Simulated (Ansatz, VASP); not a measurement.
GaN: VASP beside Ansatz

Contents of INCAR:

```
PREC = Accurate ; ENCUT = 520
EDIFF = 1E-6 ; ISMEAR = 0
SIGMA = 0.05 ; LREAL = False
LASPH = True ; NELM = 60
ALGO = Normal ; ISIF = 2
LWAVE = False ; LCHARG = False
GGA = PE ; NBANDS = 16
```

Contents of KPOINTS:

```
regular mesh
0
Gamma
  10 10 10
```

Contents of POSCAR:

```
GaN
1.0
    0.0000000000      2.3083520702      2.2401249154
    2.3083520702      0.0000000000      2.2401249154
    2.3083520702      2.3083520702      0.0000000000
Ga N
1 1
Direct
    0.0000000000      0.0000000000      0.0000000000
    0.7500000000      0.7500000000      0.7500000000
```

Input for Ansatz:

```yaml
crystal:
  lattice:
    - [0.0, 2.3083520702, 2.2401249154]
    - [2.3083520702, 0.0, 2.2401249154]
    - [2.3083520702, 2.3083520702, 0.0]
  atoms:
    - { symbol: Ga, position: [0.0, 0.0, 0.0] }
    - { symbol: "N", position: [0.75, 0.75, 0.75] }
basis:
  ecutwfc: 420
kpoints:
  mp_grid: { grid: [10, 10, 10] }
hamiltonian:
  xc: pbe
scf:
  occupations: { method: gaussian, width: 0.05 }
output:
  forces: true
  stress: true
  eigenvalues: true
```

Change from the starting cell: strain +0.015 along x and y, -0.015 along z, atoms carried along.

Alike in both runs: task single point; functional PBE; k mesh 10 × 10 × 10; occupations gaussian, width 0.05 eV; no spin polarisation.

|  | VASP | Ansatz |
| --- | --- | --- |
| version | VASP 6.6.1 | Ansatz 0.2.0 |
| potentials or method | VASP PAW PBE potentials, release 64 (Ga_d, N), cutoff 520 eV | scalar-relativistic, plane waves, PAW |
| valence electrons in the cell | 18 | 18 |

|  | VASP | Ansatz | Ansatz less VASP |
| --- | --- | --- | --- |
| gap on the k mesh at the Fermi level (eV) | 1.36 | 1.36 | -0.005 |
| least direct gap on the mesh (eV) | 1.36 | 1.36 | -0.005 |
| pressure (GPa) | -2.4 | -2.5 | -0.12 |
| traceless stress, the component that is largest in VASP (GPa) | 2.31 | 2.31 | 0.000 |
